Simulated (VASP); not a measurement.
## Rb: density of states with PBE

Crystal: Rb.

```
CELL_PARAMETERS angstrom
0.00000 3.31292 3.31292
3.31292 0.00000 3.31292
3.31292 3.31292 0.00000
ATOMIC_POSITIONS crystal
Rb 0.00000 0.00000 0.00000
```

```
Program                 : VASP 6.6.1
Task                    : density of states
Functional              : PBE
Potentials or basis     : VASP PAW PBE potentials, release 64 (Rb_sv)
Cutoff                  : 400 eV
k mesh                  : 2 × 2 × 2
Occupations             : gaussian, width 0.1 eV
Spin                    : no spin polarisation
Dipole correction       : no
k mesh for the DOS      : 3 × 3 × 3
Occupations for the DOS : gaussian
Further INCAR settings  : ALGO = Normal; EDIFF = 1e-06
```

* Valence electrons inside the program's atomic spheres: Rb 7.30

Levels at points of the mesh, in eV from the Fermi level:
| k point | band 3 | band 4 | band 5 | band 6 | band 7 | band 8 |
| --- | --- | --- | --- | --- | --- | --- |
| (0.00, 0.00, 0.00) | -12.38 | -12.38 | -1.83 | 4.16 | 4.16 | 4.16 |

Run time: 11 s on 1 thread of Intel Xeon 8259CL, with other jobs on the host, peak memory 0.16 GiB.

Caveat: the k points lie up to 0.82 Å⁻¹ apart.
